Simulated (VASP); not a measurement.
# FeO (Fm-3m) in VASP: further runs

The runs below take FeO through electric field gradients, single point, with PBE.

All numbers are computed with VASP 6.6.1; they aren't measurements. Logs are shortened: lines on timing, memory, paths and dates and some standing lists are left out, and cuts for length are marked.

### 1 The cell of the first run

Symmetry: Fm-3m, No. 225, cubic system. The conventional cell has a = 4.346 Å, b = 4.346 Å, c = 4.346 Å, α = 90.00°, β = 90.00°, γ = 90.00°. Within 2.9 Å of Fe (site symmetry m-3m) lie 6 O at 2.17 Å. Within 2.9 Å of O (site symmetry m-3m) lie 6 Fe at 2.17 Å.

### 2 Electric field gradients, PBE, collinear spin, ferromagnetic start (10.26 Å³/atom)

INCAR

```
SYSTEM = FeO
PREC = Accurate
ENCUT = 520
EDIFF = 1E-8
ISMEAR = -1
SIGMA = 0.03
LREAL = .FALSE.
LASPH = .TRUE.
NELM = 150
ALGO = Normal
ISIF = 2
LWAVE = .FALSE.
LCHARG = .FALSE.
ISPIN = 2
MAGMOM = 3 0
LORBIT = 11
LMAXMIX = 4
GGA = PE
LEFG = .TRUE.
NBANDS = 18
```

KPOINTS

```
Automatic mesh
0
G
  15 15 15
  0 0 0
```

POSCAR

```
FeO
1.0
    0.0000000000      2.1732140310      2.1732140310
    2.1732140310      0.0000000000      2.1732140310
    2.1732140310      2.1732140310      0.0000000000
Fe O
1 1
Direct
    0.0000000000      0.0000000000      0.0000000000
    0.5000000000      0.5000000000      0.5000000000
```

Potentials or basis: VASP PAW PBE potentials, release 64 (Fe, O).

The run is started by

```bash
$ cat potpaw_PBE.64/Fe/POTCAR potpaw_PBE.64/O/POTCAR > POTCAR
$ mpirun -np 1 vasp_std > vasp.out
```

OUTCAR:

```text
SYSTEM = FeO
   PREC = Accurate
   ENCUT = 520
   EDIFF = 1E-8
   ISMEAR = -1
   LREAL = .FALSE.
   LASPH = .TRUE.
   NELM = 150
   ISIF = 2
   ISPIN = 2
   LORBIT = 11
   GGA = PE

 ion  position               nearest neighbor table
   1  0.000  0.000  0.000-   2 2.17   2 2.17   2 2.17   2 2.17   2 2.17   2 2.17
   2  0.500  0.500  0.500-   1 2.17   1 2.17   1 2.17   1 2.17   1 2.17   1 2.17

  LATTYP: Found a face centered cubic cell.
 ALAT       =     4.3464280620

  Lattice vectors:

 A1 = (   0.0000000000,   2.1732140310,   2.1732140310)
 A2 = (   2.1732140310,   0.0000000000,   2.1732140310)
 A3 = (   2.1732140310,   2.1732140310,   0.0000000000)

Analysis of symmetry for initial positions (statically):
=====================================================================
 Subroutine PRICEL returns:
 Original cell was already a primitive cell.

 Routine SETGRP: Setting up the symmetry group for a
 face centered cubic supercell.

 Subroutine GETGRP returns: Found 48 space group operations
 (whereof 48 operations were pure point group operations)
 out of a pool of 48 trial point group operations.

The static configuration has the point symmetry O_h .

Analysis of symmetry for dynamics (positions and initial velocities):
=====================================================================
 Subroutine PRICEL returns:
 Original cell was already a primitive cell.

 Routine SETGRP: Setting up the symmetry group for a
 face centered cubic supercell.

 Subroutine GETGRP returns: Found 48 space group operations
 (whereof 48 operations were pure point group operations)
 out of a pool of 48 trial point group operations.

The dynamic configuration has the point symmetry O_h .

Analysis of structural, dynamic, and magnetic symmetry:
=====================================================================
 Subroutine PRICEL returns:
 Original cell was already a primitive cell.

 Routine SETGRP: Setting up the symmetry group for a
 face centered cubic supercell.

 Subroutine GETGRP returns: Found 48 space group operations
 (whereof 48 operations were pure point group operations)
 out of a pool of 48 trial point group operations.

The overall configuration has the point symmetry O_h .

 Subroutine INISYM returns: Found 48 space group operations
 (whereof 48 operations are pure point group operations),
 and found     1 'primitive' translations

----------------------------------------------------------------------------------------

                                     Primitive cell

  volume of cell :      20.5276

  direct lattice vectors                    reciprocal lattice vectors
     0.000000000  2.173214031  2.173214031    -0.230073979  0.230073979  0.230073979
     2.173214031  0.000000000  2.173214031     0.230073979 -0.230073979  0.230073979
     2.173214031  2.173214031  0.000000000     0.230073979  0.230073979 -0.230073979

  length of vectors
     3.073388757  3.073388757  3.073388757     0.398499822  0.398499822  0.398499822

  position of ions in fractional coordinates (direct lattice)
     0.000000000  0.000000000  0.000000000
     0.500000000  0.500000000  0.500000000

  ion indices of the primitive-cell ions
   primitive index   ion index
                 1           1
                 2           2

----------------------------------------------------------------------------------------

 KPOINTS: Automatic mesh

Automatic generation of k-mesh.
 Grid dimensions read from file:
 generate k-points for:   15   15   15

 Generating k-lattice:

  Cartesian coordinates                     Fractional coordinates (reciprocal lattice)
    -0.015338265  0.015338265  0.015338265     0.066666667  0.000000000  0.000000000
     0.015338265 -0.015338265  0.015338265     0.000000000  0.066666667  0.000000000
[... 59 lines left out ...]
   LREAL  =      F    real-space projection
   EDIFFG = 0.1E-06   stopping-criterion for IOM
   NSW    =      0    number of steps for IOM
   IBRION =     -1    ionic relax: 0-MD 1-quasi-New 2-CG
   NFREE  =      0    steps in history (QN), initial steepest desc. (CG)
   ISIF   =      2    stress and relaxation
   ISYM   =      2    0-nonsym 1-usesym 2-fastsym
   POTIM  = 0.5000    time-step for ionic-motion
   TEBEG  =    0.0;   TEEND  =   0.0 temperature during run
   PSTRESS=    0.0 pullay stress
   NELECT =      14.0000    total number of electrons
   NUPDOWN=      -1.0000    fix difference up-down
   EMIN   =  10.00;   EMAX   =-10.00  energy-range for DOS
   EFERMI =   0.00;   METHOD = LEGACY
   ISMEAR =    -1;   SIGMA  =   0.03  broadening in eV -4-tet -1-fermi 0-gaus
   EFERMI_NEDOS =   21; number of points for ismear=-14 and -15
   IALGO  =     38    algorithm
   IMIX   =      4    mixing-type and parameters
     AMIX     =   0.40;   BMIX     =  1.00
     AMIX_MAG =   1.60;   BMIX_MAG =  1.00
  volume/ion in A,a.u.               =      10.26        69.26
  Fermi-wavevector in a.u.,A,eV,Ry     =   1.441026  2.723143 28.253241  2.076555
  Thomas-Fermi vector in A             =   2.559704
   LORBIT       =     11    0 simple, 1 ext, 2 COOP (PROOUT), +10 PAW based schemes
   GGA     = PE    functional components
   LHFCALC =     F    Hartree Fock is set to
   AEXX    =    0.0000 exact exchange contribution
   IVDW    =     0    specifies the selected vdW correction
   LEPSILON=     F    determine dielectric tensor
   LRPA    =     F    only Hartree local field effects (RPA)
 spin polarized calculation
  energy-cutoff  :      520.00
  volume of cell :       20.53
 maximum number of plane-waves:       564
   NGX = 11   NGY = 11   NGZ = 11

 number of electron      14.0000001 magnetization       4.0004666

 Free energy of the ion-electron system (eV)
  ---------------------------------------------------
  ext. energy  EPLUGINS =         0.00000000
  ---------------------------------------------------
  free energy    TOTEN  =       -14.92638954 eV

  energy without entropy =      -14.92251775  energy(sigma->0) =      -14.92445364

 E-fermi :   5.9309     XC(G=0): -12.0280

 val. band max:        5.9305474250   @ k =   0.4000   0.0667   0.0000
 cond. band min:       5.9349420281   @ k =  -0.2667   0.2000   0.0000
 fundamental gap:      0.0043946031
 Fermi energy:         5.9309233410

 spin component 1

 k-point     1 :       0.0000    0.0000    0.0000
  band No.  band energies     occupation
      1     -14.5858      1.00000
      2       2.0862      1.00000
      3       2.0862      1.00000
      4       2.0862      1.00000
      5       2.2263      1.00000
      6       2.2263      1.00000
[... 493 lines left out ...]
     17      29.9898      0.00000
     18      31.0482      0.00000

 [... further k-points ...]

 spin component 2

 k-point     1 :       0.0000    0.0000    0.0000
  band No.  band energies     occupation
      1     -14.0617      1.00000
      2       2.7735      1.00000
      3       2.7735      1.00000
      4       2.7735      1.00000
      5       5.2324      1.00000
      6       5.2326      1.00000
[... 493 lines left out ...]
     17      31.2018      0.00000
     18      32.2550      0.00000

 [... further k-points ...]

------------------------ aborting loop because EDIFF is reached ----------------------------------------

  FORCE on cell =-STRESS in cart. coord.  units (eV):
  Direction    XX          YY          ZZ          XY          YZ          ZX
  --------------------------------------------------------------------------------------
  -------------------------------------------------------------------------------------
  Total       -0.5811502     -0.5811502     -0.5811502      0.0000000     -0.0000000      0.0000000
  in kB      -45.3587923    -45.3587923    -45.3587923      0.0000000     -0.0000000      0.0000000
  external PRESSURE =     -45.3587923 kB  Pullay stress =       0.0000000 kB

 VOLUME and BASIS-vectors are now :
 -----------------------------------------------------------------------------
  energy-cutoff  :      520.00
  volume of cell :       20.53
      direct lattice vectors                 reciprocal lattice vectors
     0.000000000  2.173214031  2.173214031    -0.230073979  0.230073979  0.230073979
     2.173214031  0.000000000  2.173214031     0.230073979 -0.230073979  0.230073979
     2.173214031  2.173214031  0.000000000     0.230073979  0.230073979 -0.230073979

 POSITION                                       TOTAL-FORCE (eV/Angst)
 -----------------------------------------------------------------------------------
      0.00000      0.00000      0.00000         0.000000      0.000000      0.000000
      2.17321      2.17321      2.17321         0.000000      0.000000     -0.000000
 -----------------------------------------------------------------------------------
    total drift:                                0.000000     -0.000000      0.000000

  FREE ENERGIE OF THE ION-ELECTRON SYSTEM (eV)
  ---------------------------------------------------
  free  energy   TOTEN  =       -14.9263895405 eV

  energy  without entropy=      -14.9225177480  energy(sigma->0) =      -14.92445364

 Electric field gradients (V/A^2)
---------------------------------------------------------------------
 ion       V_xx      V_yy      V_zz      V_xy      V_xz      V_yz
---------------------------------------------------------------------
   1       0.000     0.000    -0.000    -0.001    -0.001    -0.001
   2      -0.000    -0.000     0.000    -0.002    -0.002    -0.002
---------------------------------------------------------------------

 Electric field gradients after diagonalization (V/A^2)
 (convention: |V_zz| > |V_xx| > |V_yy|)
----------------------------------------------------------------------
 ion       V_xx      V_yy      V_zz     asymmetry (V_yy - V_xx)/ V_zz
----------------------------------------------------------------------
   1       0.001     0.001    -0.003       0.000
   2       0.002     0.002    -0.003       0.000
----------------------------------------------------------------------

           NMR quadrupolar parameters

 Cq : quadrupolar parameter    Cq=e*Q*V_zz/h
 eta: asymmetry parameters     (V_yy - V_xx)/ V_zz
 Q  : nuclear electric quadrupole moment in mb (millibarn)
----------------------------------------------------------------------
 ion       Cq(MHz)       eta       Q (mb)
----------------------------------------------------------------------
   1      -0.000       0.000       1.000
   2      -0.000       0.000       1.000
----------------------------------------------------------------------

 total charge

# of ion       s       p       d       tot
------------------------------------------
    1        0.281   0.342   6.069   6.692
    2        1.556   3.424   0.000   4.981
--------------------------------------------------
tot          1.837   3.766   6.069  11.673

 magnetization (x)

# of ion       s       p       d       tot
------------------------------------------
    1        0.027   0.021   3.575   3.622
    2        0.029   0.268   0.000   0.297
--------------------------------------------------
tot          0.056   0.288   3.575   3.919
```

Run time: 76 s. Hardware: 1 thread of AMD EPYC 9R45 (Zen 5), shared host; peak memory 0.17 GiB.

What came out:

```yaml
Free_energy: -14.9264 eV
Pressure: -4.5 GPa
Band_gap_on_the_k_mesh: zero (filled and empty bands overlap)
Net_moment: 4.00 μB per cell
Site_moments: Fe +3.62; O +0.30 μB
Largest_electric_field_gradient_by_atom: zero within the noise of the run
Valence_electrons_inside_the_program's_atomic_spheres: Fe 6.69; O 4.98
```

Caveat: the cell stands under tension; a cell with one magnetic atom can't hold antiferromagnetic order, which such compounds often take; semilocal functionals often make such compounds metallic where correlation or magnetic order opens a gap, which also shifts bond lengths. With open d or f shells a metallic result of PBE can be an artefact of self-interaction; +U or a hybrid may open a gap.

(Continued in part 2 of 2.)
